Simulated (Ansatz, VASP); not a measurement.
One calculation of Ga2P, two programs

```xyz
3
Lattice="3.7653 0.0000 0.0000 0.0000 3.7653 0.0000 0.0000 0.0000 4.2900" Properties=species:S:1:pos:R:3 pbc="T T T"
Ga    1.8827    0.0000    2.7736
Ga    0.0000    1.8827    1.5164
P     0.0000    0.0000    0.0000
```

Change from the starting cell: species swapped into the Ta2H type (P-4m2, No. 115).

Alike in both runs: functional PBE; k mesh 4 × 4 × 4; occupations gaussian, width 0.1 eV; no spin polarisation.

Ansatz relaxed the structure, and its values are those at the end. VASP's run is a single point on that final structure, the one shown.

|  | VASP | Ansatz |
| --- | --- | --- |
| version | VASP 6.6.1 | Ansatz 0.2.0 |
| potentials or method | VASP PAW PBE potentials, release 64 (Ga_d, P), cutoff 520 eV | scalar-relativistic, plane waves, PAW |
| valence electrons in the cell | 31 | 31 |

|  | VASP | Ansatz | Ansatz less VASP |
| --- | --- | --- | --- |
| gap on the k mesh at the Fermi level (eV) | none | none | - |
| pressure (GPa) | 0.1 | 0.1 | 0.00 |

A gap of «none» marks a metal or a gap that the smearing closes.

The k mesh is coarse, so the values compare programs but aren't converged.
